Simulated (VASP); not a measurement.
A run of VASP 6.6.1 is set up as follows.

Contents of INCAR:

```
  PREC = Accurate
  ENCUT = 600
  EDIFF = 1E-7
  ISMEAR = 0
  SIGMA = 0.1
  LREAL = F
  LASPH = T
  NELM = 100
  ALGO = Fast
  ISIF = 3
  LWAVE = F
  LCHARG = F
  GGA = PE
  IBRION = 2
  NSW = 100
  EDIFFG = -0.01
```

The input KPOINTS:

```
Automatic mesh
0
Gamma
  18 18 14
```

Contents of POSCAR:

```
BiW
1.0
    3.3724850377      0.0000000000      0.0000000000
   -1.6862425189      2.9206577165      0.0000000000
    0.0000000000      0.0000000000      4.2824956519
Bi W
1 1
Direct
    0.6666666667      0.3333333333      0.0000000000
    0.0000000000      0.0000000000      0.5000000000
```

Potentials or basis: VASP PAW PBE potentials, release 64 (Bi_d, W_sv).

Command:

```bash
$ cat potpaw_PBE.64/Bi_d/POTCAR potpaw_PBE.64/W_sv/POTCAR > POTCAR
$ mpirun -np 1 vasp_std > vasp.out
```

**Question.** What does it give for the band gap on the k mesh?

**Answer.** Zero (an odd number of electrons rules out a gap without spin polarisation).

**Question.** Predict the space group after relaxing (to 0.1 Å).

**Answer.** P-6m2 (No. 187).

**Question.** Predict the relaxed volume.

**Answer.** 21.10 Å³/atom.

**Question.** Predict the relaxed cell.

**Answer.** a = 3.367 Å, b = 3.367 Å, c = 4.299 Å, α = 90.00°, β = 90.00°, γ = 120.00°.

Final structure:
```
Bi W
1.0
     3.36698    0.00000    0.00000
    -1.68349    2.91589    0.00000
     0.00000    0.00000    4.29930
Bi W
1 1
Direct
  0.66667 0.33333 0.00000
  0.00000 0.00000 0.50000
```

Caveat: spin-orbit coupling is left out, which moves the levels of the heavy elements.
